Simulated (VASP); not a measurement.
# BaTe (I4/mmm) in VASP: further runs

Aim: see how the results for BaTe move with the level of theory and the settings. Levels: PBE, r2SCAN. Tasks: single point.

Program: VASP 6.6.1. These are calculated values, not measurements. Logs are shortened: lines on timing, memory, paths and dates and some standing lists are left out, and cuts for length are marked.

### 1 The cell of the first run

The structure is tetragonal, space group I4/mmm (No. 139). The conventional cell has a = 4.996 Å, b = 4.996 Å, c = 6.881 Å, α = 90.00°, β = 90.00°, γ = 90.00°. Within 4.5 Å of Ba (site symmetry 4/mmm) lie 6 Te at 3.44 to 3.53 Å. Within 4.5 Å of Te (site symmetry 4/mmm) lie 6 Ba at 3.44 to 3.53 Å.

### 2 Single point, PBE (uniaxial z strain -2.6%)

Contents of INCAR:

```
PREC = Accurate
ENCUT = 500
EDIFF = 1E-6
ISMEAR = -1
SIGMA = 0.02
LREAL = False
LASPH = True
NELM = 120
ALGO = Normal
ISIF = 2
LWAVE = False
LCHARG = False
GGA = PE
NBANDS = 15
GGA_COMPAT = False
```

Contents of KPOINTS:

```
regular mesh
0
Gamma
  6 6 6
```

Contents of POSCAR:

```
BaTe
1.0
    0.0000000000      3.5323868441      3.4405447862
    3.5323868441      0.0000000000      3.4405447862
    3.5323868441      3.5323868441      0.0000000000
Ba Te
1 1
Direct
    0.0000000000      0.0000000000      0.0000000000
    0.5000000000      0.5000000000      0.5000000000
```

Potentials or basis: VASP PAW PBE potentials, release 64 (Ba_sv, Te).

Started as:

```
$ cat potpaw_PBE.64/Ba_sv/POTCAR potpaw_PBE.64/Te/POTCAR > POTCAR
$ mpirun -np 1 vasp_std > vasp.out
```

OUTCAR:

```text
PREC = Accurate
   ENCUT = 500
   EDIFF = 1E-6
   ISMEAR = -1
   LREAL = False
   LASPH = True
   NELM = 120
   ISIF = 2
   GGA = PE

 ion  position               nearest neighbor table
   1  0.000  0.000  0.000-   2 3.44   2 3.44   2 3.53   2 3.53   2 3.53   2 3.53
   2  0.500  0.500  0.500-   1 3.44   1 3.44   1 3.53   1 3.53   1 3.53   1 3.53

  LATTYP: Found a body centered tetragonal cell.
 ALAT       =     4.9955493825
 C/A-ratio  =     1.3774440098

  Lattice vectors:

 A1 = (   0.0000000000,  -3.5323868441,  -3.4405447862)
 A2 = (   0.0000000000,   3.5323868441,  -3.4405447862)
 A3 = (   3.5323868441,   0.0000000000,   3.4405447862)

Analysis of symmetry for initial positions (statically):
=====================================================================
 Subroutine PRICEL returns:
 Original cell was already a primitive cell.

 Routine SETGRP: Setting up the symmetry group for a
 body centered tetragonal supercell.

 Subroutine GETGRP returns: Found 16 space group operations
 (whereof 16 operations were pure point group operations)
 out of a pool of 16 trial point group operations.

The static configuration has the point symmetry D_4h.

Analysis of symmetry for dynamics (positions and initial velocities):
=====================================================================
 Subroutine PRICEL returns:
 Original cell was already a primitive cell.

 Routine SETGRP: Setting up the symmetry group for a
 body centered tetragonal supercell.

 Subroutine GETGRP returns: Found 16 space group operations
 (whereof 16 operations were pure point group operations)
 out of a pool of 16 trial point group operations.

The dynamic configuration has the point symmetry D_4h.

 Subroutine INISYM returns: Found 16 space group operations
 (whereof 16 operations are pure point group operations),
 and found     1 'primitive' translations

----------------------------------------------------------------------------------------

                                     Primitive cell

  volume of cell :      85.8606

  direct lattice vectors                    reciprocal lattice vectors
     0.000000000  3.532386844  3.440544786    -0.141547351  0.141547351  0.145325822
     3.532386844  0.000000000  3.440544786     0.141547351 -0.141547351  0.145325822
     3.532386844  3.532386844  0.000000000     0.141547351  0.141547351 -0.145325822

  length of vectors
     4.931034906  4.931034906  4.995549382     0.247367944  0.247367944  0.247367944

  position of ions in fractional coordinates (direct lattice)
     0.000000000  0.000000000  0.000000000
     0.500000000  0.500000000  0.500000000

  ion indices of the primitive-cell ions
   primitive index   ion index
                 1           1
                 2           2

----------------------------------------------------------------------------------------

 KPOINTS: regular mesh

Automatic generation of k-mesh.
 Grid dimensions read from file:
 generate k-points for:    6    6    6

 Generating k-lattice:

  Cartesian coordinates                     Fractional coordinates (reciprocal lattice)
    -0.023591225  0.023591225  0.024220970     0.166666667  0.000000000  0.000000000
     0.023591225 -0.023591225  0.024220970     0.000000000  0.166666667  0.000000000
     0.023591225  0.023591225 -0.024220970     0.000000000  0.000000000  0.166666667

  Length of vectors
     0.041227991  0.041227991  0.041227991

  Shift w.r.t. Gamma in fractional coordinates (k-lattice)
     0.000000000  0.000000000  0.000000000

 Subroutine IBZKPT returns following result:
 ===========================================

 Found     30 irreducible k-points:

 Following reciprocal coordinates:
            Coordinates               Weight
  0.000000  0.000000  0.000000      1.000000
  0.166667 -0.000000  0.000000      8.000000
  0.333333 -0.000000  0.000000      8.000000
  0.500000 -0.000000  0.000000      4.000000
  0.166667  0.166667  0.000000      2.000000
  0.333333  0.166667  0.000000      8.000000
[... 16 lines left out ...]
  0.333333  0.000000  0.333333      4.000000
  0.500000 -0.000000  0.333333     16.000000
 [... further k-points ...]
   k-points           NKPTS =     30   k-points in BZ     NKDIM =     30   number of bands    NBANDS=     15
   number of dos      NEDOS =    301   number of ions     NIONS =      2
   total plane-waves  NPLWV =  46656
   dimension x,y,z NGX =    36 NGY =   36 NGZ =   36
   dimension x,y,z NGXF=    72 NGYF=   72 NGZF=   72
   ions per type =               1   1
   NGX,Y,Z   is equivalent  to a cutoff of  12.14, 12.14, 11.98 a.u.
   NGXF,Y,Z  is equivalent  to a cutoff of  24.27, 24.27, 23.96 a.u.
 SYSTEM =  unknown system
   PREC   = accura    normal or accurate (medium, high low for compatibility)
   ISTART =      0    job   : 0-new  1-cont  2-samecut
   ICHARG =      2    charge: 1-file 2-atom 10-const
   ISPIN  =      1    spin polarized calculation?
   LNONCOLLINEAR =      F non collinear calculations
   LSORBIT =      F    spin-orbit coupling
   LASPH  =      T    aspherical Exc in radial PAW
   ENCUT  =  500.0 eV  36.75 Ry    6.06 a.u.   8.99  8.99  9.11*2*pi/ulx,y,z
   NELM   =    120;   NELMIN=  2; NELMDL= -5     # of ELM steps
   EDIFF  = 0.1E-05   stopping-criterion for ELM
   LREAL  =      F    real-space projection
   EDIFFG = 0.1E-04   stopping-criterion for IOM
   NSW    =      0    number of steps for IOM
   IBRION =     -1    ionic relax: 0-MD 1-quasi-New 2-CG
   NFREE  =      0    steps in history (QN), initial steepest desc. (CG)
   ISIF   =      2    stress and relaxation
   ISYM   =      2    0-nonsym 1-usesym 2-fastsym
   POTIM  = 0.5000    time-step for ionic-motion
   TEBEG  =    0.0;   TEEND  =   0.0 temperature during run
   PSTRESS=    0.0 pullay stress
   NELECT =      16.0000    total number of electrons
   NUPDOWN=      -1.0000    fix difference up-down
   EMIN   =  10.00;   EMAX   =-10.00  energy-range for DOS
   EFERMI =   0.00;   METHOD = LEGACY
   ISMEAR =    -1;   SIGMA  =   0.02  broadening in eV -4-tet -1-fermi 0-gaus
   EFERMI_NEDOS =   21; number of points for ismear=-14 and -15
   IALGO  =     38    algorithm
   IMIX   =      4    mixing-type and parameters
     AMIX     =   0.40;   BMIX     =  1.00
     AMIX_MAG =   1.60;   BMIX_MAG =  1.00
  volume/ion in A,a.u.               =      42.93       289.71
  Fermi-wavevector in a.u.,A,eV,Ry     =   0.935083  1.767051 11.896670  0.874381
  Thomas-Fermi vector in A             =   2.061954
   LORBIT       =      0    0 simple, 1 ext, 2 COOP (PROOUT), +10 PAW based schemes
   GGA     = PE    functional components
   LHFCALC =     F    Hartree Fock is set to
   AEXX    =    0.0000 exact exchange contribution
   IVDW    =     0    specifies the selected vdW correction
   LEPSILON=     F    determine dielectric tensor
   LRPA    =     F    only Hartree local field effects (RPA)
 non-spin polarized calculation
  energy-cutoff  :      500.00
  volume of cell :       85.86
 maximum number of plane-waves:      2204
   NGX = 17   NGY = 17   NGZ = 19

 number of electron      16.0000000 magnetization

 Free energy of the ion-electron system (eV)
  ---------------------------------------------------
  ext. energy  EPLUGINS =         0.00000000
  ---------------------------------------------------
  free energy    TOTEN  =        -8.60908889 eV

  energy without entropy =       -8.60908889  energy(sigma->0) =       -8.60908889

 E-fermi :   2.7482     XC(G=0):  -8.2396

 val. band max:        2.3187029729   @ k =   0.0000   0.0000   0.0000
 cond. band min:       3.7889937311   @ k =   0.5000   0.5000   0.0000
 fundamental gap:      1.4702907582
 Fermi energy:         2.7481852830

 k-point     1 :       0.0000    0.0000    0.0000
  band No.  band energies     occupation
      1     -24.7521      2.00000
      2      -9.9083      2.00000
      3      -9.9029      2.00000
      4      -9.9029      2.00000
      5      -7.2707      2.00000
      6       2.2468      2.00000
      7       2.2468      2.00000
      8       2.3187      2.00000
      9       5.1350      0.00000
     10       5.1430      0.00000
     11       5.1430      0.00000
     12       5.3073      0.00000
     13       5.7552      0.00000
     14       5.9146      0.00000
     15       9.2590      0.00000

 k-point     2 :       0.1667   -0.0000    0.0000
  band No.  band energies     occupation
      1     -24.7489      2.00000
      2     -10.0255      2.00000
      3      -9.9075      2.00000
      4      -9.9075      2.00000
      5      -7.0771      2.00000
      6       1.4685      2.00000
      7       1.8774      2.00000
      8       1.9062      2.00000
      9       5.2343      0.00000
     10       5.4931      0.00000
     11       5.5786      0.00000
     12       6.1916      0.00000
     13       6.4940      0.00000
     14       6.7243      0.00000
     15      10.0814      0.00000

 k-point     3 :       0.3333   -0.0000    0.0000
  band No.  band energies     occupation
      1     -24.7423      2.00000
      2     -10.2322      2.00000
      3      -9.9165      2.00000
      4      -9.9101      2.00000
      5      -6.7117      2.00000
      6       0.4411      2.00000
      7       1.3520      2.00000
      8       1.3530      2.00000
      9       5.6723      0.00000
     10       6.3841      0.00000
     11       6.4038      0.00000
     12       7.5767      0.00000
     13       8.1028      0.00000
     14       8.3555      0.00000
     15      10.3198      0.00000
[... 343 lines left out ...]
 k-point    23 :       0.3333    0.0000    0.3333
  band No.  band energies     occupation
      1     -24.7395      2.00000
      2     -10.1043      2.00000
      3      -9.9735      2.00000
      4      -9.9570      2.00000
      5      -6.9790      2.00000
      6       0.7605      2.00000
      7       1.9039      2.00000
      8       1.9587      2.00000
      9       4.0410      0.00000
     10       6.3182      0.00000
     11       6.6046      0.00000
     12       7.5043      0.00000
     13       7.5439      0.00000
     14       9.1550      0.00000
     15      10.3118      0.00000

 k-point    24 :       0.5000   -0.0000    0.3333
  band No.  band energies     occupation
      1     -24.7362      2.00000
      2     -10.1257      2.00000
      3     -10.0158      2.00000
      4      -9.9660      2.00000
      5      -6.9291      2.00000
      6       0.9435      2.00000
      7       1.4518      2.00000
      8       1.6892      2.00000
      9       4.3874      0.00000
     10       7.1136      0.00000
     11       7.4764      0.00000
     12       7.6186      0.00000
     13       7.7669      0.00000
     14       8.0582      0.00000
     15       9.9164      0.00000

 [... further k-points ...]

------------------------ aborting loop because EDIFF is reached ----------------------------------------

  FORCE on cell =-STRESS in cart. coord.  units (eV):
  Direction    XX          YY          ZZ          XY          YZ          ZX
  --------------------------------------------------------------------------------------
  -------------------------------------------------------------------------------------
  Total        0.2957622      0.2957622      1.3258359      0.0000000      0.0000000      0.0000000
  in kB        5.5189895      5.5189895     24.7403959      0.0000000      0.0000000      0.0000000
  external PRESSURE =      11.9261250 kB  Pullay stress =       0.0000000 kB

 VOLUME and BASIS-vectors are now :
 -----------------------------------------------------------------------------
  energy-cutoff  :      500.00
  volume of cell :       85.86
      direct lattice vectors                 reciprocal lattice vectors
     0.000000000  3.532386844  3.440544786    -0.141547351  0.141547351  0.145325822
     3.532386844  0.000000000  3.440544786     0.141547351 -0.141547351  0.145325822
     3.532386844  3.532386844  0.000000000     0.141547351  0.141547351 -0.145325822

 POSITION                                       TOTAL-FORCE (eV/Angst)
 -----------------------------------------------------------------------------------
      0.00000      0.00000      0.00000        -0.000000      0.000000      0.000000
      3.53239      3.53239      3.44054         0.000000     -0.000000      0.000000
 -----------------------------------------------------------------------------------
    total drift:                                0.000000      0.000000      0.000000

  FREE ENERGIE OF THE ION-ELECTRON SYSTEM (eV)
  ---------------------------------------------------
  free  energy   TOTEN  =        -8.6090888926 eV

  energy  without entropy=       -8.6090888926  energy(sigma->0) =       -8.60908889
```

It took 33 s on 1 thread of Intel Xeon 8259CL, shared host; peak memory 0.22 GiB.

What came out:

| Item | Value |
| --- | --- |
| Free energy | -8.6091 eV |
| Pressure | 1.2 GPa |
| Band gap on the k mesh | 1.47 eV (least direct gap 1.86 eV) |

Stress tensor (GPa, compression positive):
```
0.55 0.00 0.00
0.00 0.55 0.00
0.00 0.00 2.47
```

Caveat: the cell differs from its parent crystal (uniaxial z strain -2.6%); spin-orbit coupling is left out, which moves the levels of the heavy elements. A k mesh can miss the band edges.

### 3 Single point, PBE (biaxial xy strain +3.1%)

Contents of INCAR:

```
SYSTEM = BaTe
  ALGO = Normal
  EDIFF = 1E-6
  ENCUT = 500
  GGA = PE
  GGA_COMPAT = .FALSE.
  ISIF = 2
  ISMEAR = -1
  LASPH = .TRUE.
  LCHARG = .TRUE.
  LELF = .TRUE.
  LREAL = .FALSE.
  LVHAR = .TRUE.
  LWAVE = .FALSE.
  NBANDS = 15
  NELM = 120
  PREC = Accurate
  SIGMA = 0.02
```

Contents of KPOINTS:

```
k-points
0
G
  6 6 6
  0 0 0
```

Contents of POSCAR:

```
BaTe
1.0
    0.0000000000      3.6429505523      3.5323868441
    3.6429505523      0.0000000000      3.5323868441
    3.6429505523      3.6429505523      0.0000000000
Ba Te
1 1
Direct
    0.0000000000      0.0000000000      0.0000000000
    0.5000000000      0.5000000000      0.5000000000
```

Potentials or basis: VASP PAW PBE potentials, release 64 (Ba_sv, Te).

Started as:

```
$ cat potpaw_PBE.64/Ba_sv/POTCAR potpaw_PBE.64/Te/POTCAR > POTCAR
$ mpirun -np 1 vasp_std > vasp.out
```

Wall time 74 s (1 thread of Intel Xeon 8259CL, shared host); peak memory 0.25 GiB.

It converged, with:

- Free energy: -8.6008 eV
- Pressure: -1.2 GPa
- Band gap on the k mesh: 1.65 eV (least direct gap 2.03 eV)

Stress tensor (GPa, compression positive):
```
-1.71  0.00  0.00
 0.00 -1.71  0.00
 0.00  0.00 -0.27
```

Levels at points of the mesh, in eV from the valence-band top:
| k point | band 4 | band 5 | band 6 | band 7 | band 8 | band 9 | band 10 | band 11 | band 12 | band 13 |
| --- | --- | --- | --- | --- | --- | --- | --- | --- | --- | --- |
| (0.00, 0.00, 0.00) | -12.43 | -9.40 | -0.05 | -0.05 | 0.00 | 2.51 | 2.87 | 2.87 | 3.04 | 3.39 |
| (0.50, 0.00, 0.00) | -12.43 | -8.87 | -2.04 | -1.01 | -0.99 | 4.02 | 4.49 | 4.63 | 4.69 | 6.59 |
| (0.50, 0.50, 0.00) | -12.50 | -9.21 | -1.06 | -0.46 | -0.46 | 1.65 | 4.22 | 4.28 | 5.21 | 5.37 |
| (0.50, 0.00, 0.50) | -12.48 | -9.22 | -1.16 | -0.40 | -0.37 | 1.66 | 4.10 | 4.36 | 5.14 | 5.32 |

Caveat: the cell differs from its parent crystal (biaxial xy strain +3.1%); spin-orbit coupling is left out, which moves the levels of the heavy elements. A k mesh can miss the band edges.

### 4 Single point, r2SCAN (uniaxial z strain -2.6%)

Contents of POSCAR:

```
BaTe
1.0
    0.0000000000      3.5323868441      3.4405447862
    3.5323868441      0.0000000000      3.4405447862
    3.5323868441      3.5323868441      0.0000000000
Ba Te
1 1
Direct
    0.0000000000      0.0000000000      0.0000000000
    0.5000000000      0.5000000000      0.5000000000
```

Contents of INCAR.step1:

```
SYSTEM = BaTe
ALGO = Normal ; EDIFF = 1E-5
ENCUT = 550 ; GGA = PE
GGA_COMPAT = .FALSE. ; ISMEAR = 0
LASPH = .TRUE. ; LCHARG = .FALSE.
LREAL = .FALSE. ; LWAVE = .TRUE.
NBANDS = 15 ; NELM = 120
PREC = Accurate ; SIGMA = 0.01
```

Contents of INCAR.step2:

```
SYSTEM = BaTe
ALGO = Normal ; EDIFF = 1E-6
ENCUT = 550 ; GGA_COMPAT = .FALSE.
ISIF = 2 ; ISMEAR = 0
ISTART = 1 ; LASPH = .TRUE.
LCHARG = .TRUE. ; LELF = .TRUE.
LMIXTAU = .TRUE. ; LREAL = .FALSE.
LVHAR = .TRUE. ; LWAVE = .FALSE.
METAGGA = R2SCAN ; NBANDS = 15
NELM = 120 ; PREC = Accurate
SIGMA = 0.01
```

KPOINTS is that of step 3.

Started as:

```
$ cat potpaw_PBE.64/Ba_sv/POTCAR potpaw_PBE.64/Te/POTCAR > POTCAR
$ cp INCAR.step1 INCAR
$ mpirun -np 1 vasp_std > vasp.out
$ cp INCAR.step2 INCAR
$ mpirun -np 1 vasp_std > vasp.out
```

Wall time 5.6 min (1 thread of Intel Xeon 8259CL, shared host); peak memory 0.28 GiB.

Results (log left out):

```yaml
Free_energy: -56.0085 eV
Pressure: 1.2 GPa
Band_gap_on_the_k_mesh: 1.82 eV (least direct gap 2.21 eV)
```

Stress tensor (GPa, compression positive):
```
0.55 0.00 0.00
0.00 0.55 0.00
0.00 0.00 2.64
```

Levels at points of the mesh, in eV from the valence-band top:
| k point | band 5 | band 6 | band 7 | band 8 | band 9 | band 10 | band 11 | band 12 |
| --- | --- | --- | --- | --- | --- | --- | --- | --- |
| (0.00, 0.00, 0.00) | -9.87 | -0.08 | -0.08 | 0.00 | 3.24 | 3.24 | 3.40 | 3.47 |
| (0.50, 0.00, 0.00) | -9.09 | -2.27 | -1.18 | -1.17 | 4.59 | 5.20 | 5.33 | 5.39 |
| (0.50, 0.50, 0.00) | -9.65 | -1.12 | -0.49 | -0.49 | 1.82 | 4.93 | 5.29 | 6.19 |
| (0.50, 0.00, 0.50) | -9.65 | -1.24 | -0.44 | -0.39 | 1.83 | 4.84 | 5.36 | 6.14 |

Caveat: the cell differs from its parent crystal (uniaxial z strain -2.6%); the PAW data sets were made with another functional, which shifts forces and pressure a little; spin-orbit coupling is left out, which moves the levels of the heavy elements. A k mesh can miss the band edges.

### 5 The runs side by side

| level | cell | cutoff (eV) | smearing | gap on the mesh (eV) | pressure (GPa) |
| --- | --- | --- | --- | --- | --- |
| PBE | a = 4.931, b = 4.931, c = 4.996 Å, angles 59.6, 59.6, 60.9°, 2 atoms | 500 | fermi-dirac 0.02 eV | 1.47 | 1.2 |
| PBE | a = 5.074, b = 5.074, c = 5.152 Å, angles 59.5, 59.5, 61.0°, 2 atoms | 500 | fermi-dirac 0.02 eV | 1.65 | -1.2 |
| r2SCAN | a = 4.931, b = 4.931, c = 4.996 Å, angles 59.6, 59.6, 60.9°, 2 atoms | 550 | gaussian 0.01 eV | 1.82 | 1.2 |

Alike in all rows: task single point; potentials or basis VASP PAW PBE potentials, release 64 (Ba_sv, Te); no spin polarisation; k mesh 6 × 6 × 6.

Caveats: spin-orbit coupling is left out, which moves the levels of the heavy elements; the PAW data sets were made with another functional, which shifts forces and pressure a little (at least some runs).

Absolute energies hang on the potentials; compare differences alone.
